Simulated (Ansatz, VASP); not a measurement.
**One calculation of KBr, two programs**

The input POSCAR:

```
KBr
1.0
    0.0000000000      3.3418875000      3.3912750000
    3.3418875000      0.0000000000      3.3912750000
    3.3418875000      3.3418875000      0.0000000000
K Br
1 1
Direct
    0.0000000000      0.0000000000      0.0000000000
    0.5000000000      0.5000000000      0.5000000000
```

File INCAR.step1:

```
SYSTEM = KBr
PREC = Accurate ; ENCUT = 520
ISMEAR = 0 ; SIGMA = 0.05
LREAL = .False. ; LASPH = .True.
NELM = 100 ; NBANDS = 15
GGA = PE ; ALGO = Normal
EDIFF = 1E-4 ; LWAVE = .True.
LCHARG = .False.
```

Contents of INCAR.step2:

```
SYSTEM = KBr
PREC = Accurate ; ENCUT = 520
EDIFF = 1E-6 ; ISMEAR = 0
SIGMA = 0.05 ; LREAL = .False.
LASPH = .True. ; NELM = 100
ALGO = Normal ; ISIF = 2
LWAVE = .False. ; LCHARG = .False.
METAGGA = R2SCAN ; LMIXTAU = .True.
NBANDS = 15 ; ISTART = 1
```

File KPOINTS:

```
regular mesh
0
Gamma
  6 6 6
  0 0 0
```

Input for Ansatz:

```yaml
crystal:
  lattice:
    - [0.0, 3.3418875, 3.391275]
    - [3.3418875, 0.0, 3.391275]
    - [3.3418875, 3.3418875, 0.0]
  atoms:
    - { symbol: K, position: [0.0, 0.0, 0.0] }
    - { symbol: Br, position: [0.5, 0.5, 0.5] }
basis:
  ecutwfc: 500
kpoints:
  mp_grid: { grid: [6, 6, 6] }
hamiltonian:
  xc: r2scan
scf:
  occupations: { method: gaussian, width: 0.05 }
output:
  forces: true
  stress: true
  eigenvalues: true
```

Change from the starting cell: strain +0.015 along x and y, +0.030 along z, atoms carried along.

Alike in both runs: task single point; functional r2SCAN; k mesh 6 × 6 × 6; occupations gaussian, width 0.05 eV; no spin polarisation.

|  | VASP | Ansatz |
| --- | --- | --- |
| version | VASP 6.6.1 | Ansatz 0.2.0 |
| potentials or method | VASP PAW PBE potentials, release 64 (K_sv, Br), cutoff 520 eV | scalar-relativistic, plane waves, PAW |
| valence electrons in the cell | 16 | 16 |

```tsv
	VASP	Ansatz	Ansatz less VASP
gap on the k mesh at the Fermi level (eV)	4.93	4.93	-0.002
least direct gap on the mesh (eV)	4.93	4.93	-0.002
pressure (GPa)	-0.7	-0.7	+0.01
traceless stress, the component that is largest in VASP (GPa)	-0.25	-0.25	+0.003
```

VASP's potentials were made for PBE, not for r2SCAN. The functional is the same, so the differences come from potentials, cutoffs and numerics.
